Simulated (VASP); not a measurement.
Input of a VASP 6.6.1 run:

File INCAR:

```
SYSTEM = CdS
PREC     = Accurate       ! precision mode
ENCUT    = 500            ! plane-wave cutoff, eV
EDIFF    = 1E-6           ! SCF threshold, eV
ISMEAR   = 0              ! smearing method
SIGMA    = 0.1            ! smearing width, eV
LREAL    = .False.        ! projectors in reciprocal space
LASPH    = .True.         ! aspherical terms in the spheres
NELM     = 120            ! most SCF steps
ALGO     = Normal         ! electronic algorithm
ISIF     = 2              ! what is computed and relaxed
LWAVE    = .False.        ! write WAVECAR
LCHARG   = .True.         ! write CHGCAR
GGA      = RP             ! functional
LELF     = .True.         ! ELF
LVHAR    = .True.       
NBANDS   = 16             ! bands
GGA_COMPAT= .False.
```

Contents of KPOINTS:

```
Automatic mesh
0
Gamma
  4 4 4
  0 0 0
```

Contents of POSCAR:

```
CdS
1.0
    0.0000000000      2.7532440000      2.7532440000
    2.7532440000      0.0000000000      2.7532440000
    2.7532440000      2.7532440000      0.0000000000
Cd S
1 1
Direct
    0.0000000000      0.0000000000      0.0000000000
    0.5000000000      0.5000000000      0.5000000000
```

Potentials or basis: VASP PAW PBE potentials, release 64 (Cd, S).

Launch:

```console
$ cat potpaw_PBE.64/Cd/POTCAR potpaw_PBE.64/S/POTCAR > POTCAR
$ mpirun -np 1 vasp_std > vasp.out
```

(1) What does it give for the pressure?

(2) Estimate the band gap on the k mesh.

## Answers

(1) 2.8 GPa.

(2) 0.33 eV, indirect (least direct gap 1.64 eV).

Caveat: the k points lie up to 0.49 Å⁻¹ apart; the PAW data sets were made with another functional, which shifts forces and pressure a little.
